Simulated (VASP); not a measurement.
Here is a VASP 6.6.1 calculation.

The input POSCAR:

```
AlN
1.0
    0.0000000000      2.1544765148      2.1544765148
    2.1544765148      0.0000000000      2.1544765148
    2.1544765148      2.1544765148      0.0000000000
Al N
1 1
Direct
    0.0000000000      0.0000000000      0.0000000000
    0.2500000000      0.2500000000      0.2500000000
```

Contents of INCAR.step1:

```
  ALGO = Normal
  EDIFF = 1E-5
  ENCUT = 520
  GGA = PE
  ISIF = 2
  ISMEAR = -1
  LASPH = True
  LCHARG = False
  LREAL = False
  LWAVE = True
  NBANDS = 11
  NELM = 100
  PREC = Accurate
  SIGMA = 0.05
```

File INCAR.step2:

```
  AEXX = 0.2
  AGGAC = 0.81
  AGGAX = 0.72
  ALDAC = 0.19
  ALGO = Normal
  EDIFF = 1E-6
  ENCUT = 520
  GGA = B3
  ISIF = 2
  ISMEAR = -1
  ISTART = 1
  LASPH = True
  LCHARG = False
  LHFCALC = True
  LREAL = False
  LWAVE = False
  NBANDS = 11
  NELM = 100
  PREC = Accurate
  PRECFOCK = Normal
  SIGMA = 0.05
```

The input KPOINTS:

```
k-points
0
Gamma
  5 5 5
```

Potentials or basis: VASP PAW PBE potentials, release 64 (Al, N).

Command:

```sh
$ cat potpaw_PBE.64/Al/POTCAR potpaw_PBE.64/N/POTCAR > POTCAR
$ cp INCAR.step1 INCAR
$ mpirun -np 1 vasp_std > vasp.out
$ cp INCAR.step2 INCAR
$ mpirun -np 1 vasp_std > vasp.out
```

(1) Predict the band gap on the k mesh.

(2) Predict the pressure.

## Answers

(1) 5.93 eV (least direct gap 6.60 eV).

(2) 12.7 GPa.

Caveat: the k points lie up to 0.51 Å⁻¹ apart; the PAW data sets were made with another functional, which shifts forces and pressure a little; an odd mesh through Γ misses points on the zone boundary, where band edges can lie.
